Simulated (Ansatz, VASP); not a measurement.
Sb: VASP beside Ansatz

Contents of INCAR:

```
PREC     = Accurate       # precision mode
ENCUT    = 520            # plane-wave cutoff, eV
EDIFF    = 1E-6           # SCF threshold, eV
ISMEAR   = 0              # smearing method
SIGMA    = 0.1            # smearing width, eV
LREAL    = False          # projectors in reciprocal space
LASPH    = True           # aspherical terms in the spheres
NELM     = 80             # most SCF steps
ALGO     = Normal         # electronic algorithm
ISIF     = 2              # what is computed and relaxed
LWAVE    = False          # write WAVECAR
LCHARG   = False          # write CHGCAR
GGA      = PE             # functional
NBANDS   = 12             # bands
```

KPOINTS

```
regular mesh
0
Gamma
  6 4 4
```

POSCAR

```
Sb
1.0
    3.1224020000      0.0000000000      0.0000000000
    0.0000000000      4.3475180000      0.0000000000
   -0.0389150000      0.0000000000      4.4058520000
Sb
2
Direct
    0.9886110000      0.7500000000      0.7588340000
    0.0113890000      0.2500000000      0.2411660000
```

Input for Ansatz:

```yaml
crystal:
  lattice:
    - [3.122402, 0.0, 0.0]
    - [0.0, 4.347518, 0.0]
    - [-0.038915, 0.0, 4.405852]
  atoms:
    - { symbol: Sb, position: [0.988611, 0.75, 0.758834] }
    - { symbol: Sb, position: [0.011389, 0.25, 0.241166] }
basis:
  ecutwfc: 420
kpoints:
  mp_grid: { grid: [6, 4, 4] }
hamiltonian:
  xc: pbe
scf:
  occupations: { method: gaussian, width: 0.1 }
output:
  forces: true
  stress: true
  eigenvalues: true
```

Alike in both runs: task single point; functional PBE; k mesh 6 × 4 × 4; occupations gaussian, width 0.1 eV; no spin polarisation.

```csv
,VASP,Ansatz
version,VASP 6.6.1,Ansatz 0.2.0
potentials or method,"VASP PAW PBE potentials, release 64 (Sb), cutoff 520 eV","scalar-relativistic, plane waves, PAW"
valence electrons in the cell,10,30
```

|  | VASP | Ansatz | Ansatz less VASP |
| --- | --- | --- | --- |
| gap on the k mesh at the Fermi level (eV) | none | none | - |
| pressure (GPa) | 0.8 | 0.8 | +0.01 |
| traceless stress, the component that is largest in VASP (GPa) | -4.06 | -4.06 | -0.001 |
| rms of the force components (eV/Å) | 0.041 | 0.036 | -0.0046 |

Atom by atom the forces differ by 0.005 eV/Å (rms over components). A gap of «none» marks a metal or a gap that the smearing closes. With one functional, cell and mesh, what is left measures potentials, basis and numerics. VASP's potentials hold 10 valence electrons a cell and Ansatz's 30, so a difference there can come from the potentials and not from the codes.

The k mesh is coarse, so the values compare programs but aren't converged. Neither program's run includes spin-orbit coupling.
